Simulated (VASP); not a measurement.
Input of a VASP 6.6.1 run:

Contents of INCAR:

```
ALGO = Normal ; EDIFF = 1E-6
EDIFFG = -0.005 ; ENCUT = 600
GGA = PE ; IBRION = 2
ISIF = 3 ; ISMEAR = -1
LASPH = T ; LCHARG = F
LREAL = F ; LWAVE = F
NELM = 80 ; NSW = 32
PREC = Accurate ; PSTRESS = 1200.0
SIGMA = 0.05
```

File KPOINTS:

```
k-points
0
Gamma
  16 16 16
```

File POSCAR:

```
As
1.0
    2.3057563296      0.0000000000      0.0000000000
    0.0000000000      2.3057563296      0.0000000000
    0.0000000000      0.0000000000      2.3057563296
As
1
Direct
    0.0000000000      0.0000000000      0.0000000000
```

Potentials or basis: VASP PAW PBE potentials, release 64 (As).

The run is started by

```sh
$ cat potpaw_PBE.64/As/POTCAR > POTCAR
$ mpirun -np 1 vasp_std > vasp.out
```

**Question.** Predict the relaxed cell.

**Answer.** a = 2.312 Å, b = 2.312 Å, c = 2.312 Å, α = 90.00°, β = 90.00°, γ = 90.00°.

**Question.** Estimate the relaxed volume.

**Answer.** 12.35 Å³/atom.

**Question.** Predict the space group after relaxing (to 0.05 Å).

**Answer.** Pm-3m (No. 221).

Final structure:
```xyz
1
Lattice="2.3116 0.0000 0.0000 0.0000 2.3116 0.0000 0.0000 0.0000 2.3116" Properties=species:S:1:pos:R:3 pbc="T T T"
As    0.0000    0.0000    0.0000
```

Caveat: the cell is relaxed towards a set pressure, so the enthalpy falls and the energy may rise.
